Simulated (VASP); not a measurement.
Here is a VASP 6.6.1 calculation.

File INCAR:

```
PREC = Accurate
ENCUT = 520
EDIFF = 1E-6
ISMEAR = -1
SIGMA = 0.05
LREAL = F
LASPH = T
NELM = 60
ALGO = Normal
ISIF = 2
LWAVE = F
LCHARG = T
GGA = PS
LELF = T
LVHAR = T
NBANDS = 8
```

KPOINTS

```
Automatic mesh
0
Gamma
  12 12 12
```

Contents of POSCAR:

```
Sb
1.0
    0.0000000000      2.3353324258      2.3353324258
    2.3353324258      0.0000000000      2.3353324258
    2.3353324258      2.3353324258      0.0000000000
Sb
1
Direct
    0.0000000000      0.0000000000      0.0000000000
```

Potentials or basis: VASP PAW PBE potentials, release 64 (Sb).

Run with:

```sh
$ cat potpaw_PBE.64/Sb/POTCAR > POTCAR
$ mpirun -np 1 vasp_std > vasp.out
```

**Question.** Estimate the pressure.

**Answer.** 2.1 GPa.

Caveat: the PAW data sets were made with another functional, which shifts forces and pressure a little.
